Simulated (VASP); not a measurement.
## Ir: single point with PBEsol

Crystal: Ir.

```
Ir
1.0
     0.00000    1.87171    1.96769
     1.87171    0.00000    1.96769
     1.87171    1.87171    0.00000
Ir
1
Cartesian
  0.0000 0.0000 0.0000
```

This cell differs from its parent crystal: strain -0.025 along x and y, +0.025 along z.

- Program: VASP 6.6.1
- Task: single point
- Functional: PBEsol
- Potentials or basis: VASP PAW PBE potentials, release 64 (Ir_sv_GW)
- Cutoff: 560 eV
- k mesh: 22 × 22 × 22
- Occupations: gaussian, width 0.15 eV
- Spin: no spin polarisation

```json
{
 "Pressure": "6.5 GPa",
 "Band gap on the k mesh": "zero (an odd number of electrons rules out a gap without spin polarisation)"
}
```

Stress tensor (GPa, compression positive):
```
13.36  0.00  0.00
 0.00 13.36  0.00
 0.00  0.00 -7.34
```

Levels at points of the mesh, in eV from the Fermi level:
```tsv
k point	band 4	band 5	band 6	band 7	band 8	band 9	band 10	band 11	band 12	band 13
(0.00, 0.00, 0.00)	-49.40	-11.42	-4.47	-3.77	-3.77	-1.68	-0.74	13.58	18.15	19.74
(0.50, 0.00, 0.00)	-49.49	-8.37	-4.47	-3.76	-0.83	0.81	1.17	7.58	13.16	18.98
(0.50, 0.50, 0.00)	-49.67	-8.25	-7.58	0.99	1.04	1.55	1.55	9.96	12.19	12.19
(0.50, 0.00, 0.50)	-49.74	-8.18	-7.61	0.90	1.24	1.97	2.05	11.00	11.38	11.63
```

Run time: 89 s on 1 thread of AMD EPYC 9R45 (Zen 5), with other jobs on the host, peak memory 0.27 GiB.

Caveat: the cell differs from its parent crystal (strain -0.025 along x and y, +0.025 along z); the stress differs along the axes, from -7 to 13 GPa; the PAW data sets were made with another functional, which shifts forces and pressure a little; spin-orbit coupling is left out, which moves the levels of the heavy elements.
